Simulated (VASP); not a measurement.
Here is a VASP 6.6.1 calculation.

The input INCAR:

```
SYSTEM = BP
PREC = Accurate
ENCUT = 500
EDIFF = 1E-7
ISMEAR = 0
SIGMA = 0.02
LREAL = .FALSE.
LASPH = .TRUE.
NELM = 120
ALGO = Normal
ISIF = 3
LWAVE = .FALSE.
LCHARG = .FALSE.
IBRION = 2
NSW = 100
EDIFFG = -0.002
GGA_COMPAT = .FALSE.
NELMIN = 4
```

Contents of KPOINTS:

```
Automatic mesh
0
G
  10 10 10
  0 0 0
```

Contents of POSCAR:

```
BP
1.0
    0.0000000000      2.2600000000      2.2600000000
    2.2600000000      0.0000000000      2.2600000000
    2.2600000000      2.2600000000      0.0000000000
B P
1 1
Direct
    0.0000000000      0.0000000000      0.0000000000
    0.2500000000      0.2500000000      0.2500000000
```

Potentials or basis: VASP PAW LDA potentials, release 64 (B, P).

Run with:

```console
$ cat potpaw_LDA.64/B/POTCAR potpaw_LDA.64/P/POTCAR > POTCAR
$ mpirun -np 1 vasp_std > vasp.out
```

Problem. Predict the space group after relaxing (to 0.05 Å).

Solution. F-43m (No. 216).

Problem. Predict the band gap on the k mesh.

Solution. 1.15 eV, indirect (least direct gap 3.43 eV).

Step by step:
| step | energy change (eV) | largest force (eV/Å) | pressure (GPa) | volume (Å³) |
| --- | --- | --- | --- | --- |
| 1 | 0.0000 | 0.0000 | -3.42 | 23.09 |
| 2 | -0.0020 | 0.0000 | 2.82 | 22.27 |
| 3 | -0.0050 | 0.0000 | -0.01 | 22.62 |

A k mesh can miss the band edges. As with any semilocal functional, this LDA gap is likely too small.
